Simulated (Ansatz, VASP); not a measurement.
**Pb: VASP beside Ansatz**

INCAR

```
SYSTEM = Pb
PREC = Accurate
ENCUT = 520
EDIFF = 1E-6
ISMEAR = -1
SIGMA = 0.05
LREAL = .False.
LASPH = .True.
NELM = 60
ALGO = Normal
ISIF = 2
LWAVE = .False.
LCHARG = .True.
GGA = PS
LELF = .True.
LVHAR = .True.
NBANDS = 21
```

File KPOINTS:

```
regular mesh
0
Gamma
  14 14 8
  0 0 0
```

Contents of POSCAR:

```
Pb
1.0
    2.8875749640      0.0000000000      0.0000000000
   -1.4437874820      2.5007132741      0.0000000000
    0.0000000000      0.0000000000      4.7863652487
Pb
2
Direct
    0.3333333333      0.6666666667      0.2500000000
    0.6666666667      0.3333333333      0.7500000000
```

Input for Ansatz:

```yaml
crystal:
  lattice:
    - [2.887574964, 0.0, 0.0]
    - [-1.443787482, 2.5007132741, 0.0]
    - [0.0, 0.0, 4.7863652487]
  atoms:
    - { symbol: Pb, position: [0.3333333333, 0.6666666667, 0.25] }
    - { symbol: Pb, position: [0.6666666667, 0.3333333333, 0.75] }
kpoints:
  mp_grid: { grid: [14, 14, 8] }
scf:
  occupations: { method: fermi_dirac, width: 0.05 }
hamiltonian:
  xc: pbesol
  pseudopotentials: { kind: paw }
output:
  forces: true
  stress: true
  eigenvalues: true
  populations: true
```

Change from the starting cell: volume scaled by 0.58, PAW files.

Alike in both runs: task single point; functional PBEsol; k mesh 14 × 14 × 8; occupations fermi-dirac, width 0.05 eV; no spin polarisation.

|  | VASP | Ansatz |
| --- | --- | --- |
| version | VASP 6.6.1 | Ansatz 0.2.0 |
| potentials or method | VASP PAW PBE potentials, release 64 (Pb_d) | PAW with Ansatz's default frozen-core files, scalar-relativistic |
| plane-wave cutoff (eV) | 520 | 420 |
| valence electrons in the cell | 28 | 28 |

Ansatz gave:

```
pressure (GPa)                                                : 100.0
traceless stress, the component that is largest in VASP (GPa) : 0.20
```

Task: Estimate VASP's values.

Result: Pressure (GPa): 99.9; traceless stress, the component that is largest in VASP (GPa): 0.22.

VASP's potentials were made for PBE, not for PBEsol. Both programs put the cell under a high pressure, so it lies far from rest at this level.

Spin-orbit coupling is off throughout. Noted on VASP's run: the cell as given lies far from equilibrium.
